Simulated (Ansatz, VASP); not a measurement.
One calculation of Be3SeO2, two programs

```
Be Se O
1.0
     2.41116    0.00000    0.00000
     0.00000    2.41116    0.00000
     0.00000    0.00000   17.14801
Be Se O
3 1 2
Direct
  0.00000 0.00000 0.73802
  0.00000 0.00000 0.26198
  0.00000 0.00000 0.50000
  0.50000 0.50000 0.00000
  0.50000 0.50000 0.26220
  0.50000 0.50000 0.73780
```

Change from the starting cell: species swapped into the Li3Tl2Cd type (P4/mmm, No. 123).

Alike in both runs: functional PBE; k mesh 14 × 14 × 6; occupations gaussian, width 0.1 eV; no spin polarisation.

Ansatz relaxed the structure, and its values are those at the end. VASP's run is a single point on that final structure, the one shown.

|  | VASP | Ansatz |
| --- | --- | --- |
| version | VASP 6.6.1 | Ansatz 0.2.0 |
| potentials or method | VASP PAW PBE potentials, release 64 (Be, Se, O), cutoff 520 eV | scalar-relativistic, plane waves, PAW |
| valence electrons in the cell | 24 | 34 |

VASP gave:

| Item | Value |
| --- | --- |
| gap on the k mesh at the Fermi level (eV) | none |
| pressure (GPa) | 0.2 |

Estimate Ansatz's values.

gap on the k mesh at the Fermi level (eV): none; pressure (GPa): 0.0.

A gap of «none» marks a metal or a gap that the smearing closes. VASP's potentials hold 24 valence electrons a cell and Ansatz's 34, so a difference there can come from the potentials and not from the codes.
